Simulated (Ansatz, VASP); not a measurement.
# Two plane-wave programs on Au

```
Au
1.0
     0.00000    2.04186    2.04186
     2.04186    0.00000    2.04186
     2.04186    2.04186    0.00000
Au
1
Cartesian
  0.0000 0.0000 0.0000
```

Alike in both runs: task relaxation of cell and atoms; functional PBEsol; k mesh 20 × 20 × 20; occupations fermi-dirac, width 0.15 eV; no spin polarisation.

|  | VASP | Ansatz |
| --- | --- | --- |
| version | VASP 6.6.1 | Ansatz 0.2.0 |
| potentials or method | VASP PAW PBE potentials, release 64 (Au), cutoff 500 eV | scalar-relativistic, plane waves, PAW |
| valence electrons in the cell | 11 | 19 |

|  | VASP | Ansatz | Ansatz less VASP |
| --- | --- | --- | --- |
| gap on the k mesh at the Fermi level, each at its own relaxed structure (eV) | none | none | - |
| relaxed volume (Å³/atom) | 16.99 | 17.02 | +0.028 |
| relaxed cell length with the largest relative difference (Å) | 2.886 | 2.887 | +0.0016 |

VASP's potentials were made for PBE, not for PBEsol. A gap of «none» marks a metal or a gap that the smearing closes. VASP's potentials hold 11 valence electrons a cell and Ansatz's 19, so a difference there can come from the potentials and not from the codes.

Spin-orbit coupling is off throughout.
